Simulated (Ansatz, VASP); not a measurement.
**Two plane-wave programs on MoSe**

```xyz
2
Lattice="0.0000 2.5754 2.5754 2.5754 0.0000 2.5754 2.5754 2.5754 0.0000" Properties=species:S:1:pos:R:3 pbc="T T T"
Mo    2.5954    2.5754    2.5754
Se    0.0000    0.0000    0.0000
```

Alike in both runs: task single point; functional PBEsol; k mesh 10 × 10 × 10; occupations gaussian, width 0.05 eV; collinear spin.

```csv
,VASP,Ansatz
version,VASP 6.6.1,Ansatz 0.2.0
potentials or method,"VASP PAW PBE potentials, release 64 (Mo_sv, Se), cutoff 500 eV","scalar-relativistic, plane waves, PAW"
valence electrons in the cell,20,30
```

```tsv
	VASP	Ansatz	Ansatz less VASP
pressure (GPa)	0.3	0.0	-0.27
traceless stress, the component that is largest in VASP (GPa)	0.07	0.11	+0.041
rms of the force components (eV/Å)	0.007	0.011	+0.0042
net moment per atom (μB)	0.06	0.13	+0.066
size of the moment on the site where the two differ most (μB)	0.11	0.20	+0.083
```

VASP's potentials were made for PBE, not for PBEsol. Site moments also hang on the region over which each program counts them. Atom by atom the forces differ by 0.004 eV/Å (rms over components). VASP's potentials hold 20 valence electrons a cell and Ansatz's 30, so a difference there can come from the potentials and not from the codes.
